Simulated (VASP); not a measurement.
Set up this calculation in VASP 6.6.1, as the native input.

| Item | Value |
| --- | --- |
| Task | single point |
| Functional | PBEsol |
| Potentials or basis | VASP PAW PBE potentials, release 64 (Zn) |
| Cutoff | 520 eV |
| k mesh | 4 × 8 × 4 |
| Occupations | fermi-dirac, width 0.08 eV |
| Spin | no spin polarisation |
| Dipole correction | no |
| Further INCAR settings | ALGO = Normal; EDIFF = 1e-06; NBANDS = 32 |

The structure of Zn lies in POSCAR:

```
Zn
1.0
    5.3400000000      0.0000000000      0.0000000000
   -1.3350000000      2.3122878281      0.0000000000
    0.0000000000      0.0000000000      4.9660000000
Zn
4
Direct
    0.1629289342      0.6676206055      0.2445225534
    0.6435270431      0.6374617304      0.2416629078
    0.3344058364      0.2995154805      0.7590195328
    0.8410063917      0.3658675143      0.7530543697
```

These files were run (other wordings do the same):

INCAR

```
SYSTEM = Zn
  PREC = Accurate
  ENCUT = 520
  EDIFF = 1E-6
  ISMEAR = -1
  SIGMA = 0.08
  LREAL = .FALSE.
  LASPH = .TRUE.
  NELM = 80
  ALGO = Normal
  ISIF = 2
  LWAVE = .FALSE.
  LCHARG = .FALSE.
  GGA = PS
  NBANDS = 32
```

KPOINTS

```
regular mesh
0
G
  4 8 4
  0 0 0
```

Potentials or basis: VASP PAW PBE potentials, release 64 (Zn).

Launch:

```console
$ cat potpaw_PBE.64/Zn/POTCAR > POTCAR
$ mpirun -np 1 vasp_std > vasp.out
```

Results of the run:

```yaml
Pressure: -4.7 GPa
Largest_force: 0.465 eV/Å
Band_gap_on_the_k_mesh: zero (band 24 reaches 4.18 eV, above the bottom of band 25 at 0.65 eV)
```

Caveat: the PAW data sets were made with another functional, which shifts forces and pressure a little.

Wall time 83 s on 1 thread of Intel Xeon 6975P-C (shared host), peak memory 0.23 GiB.
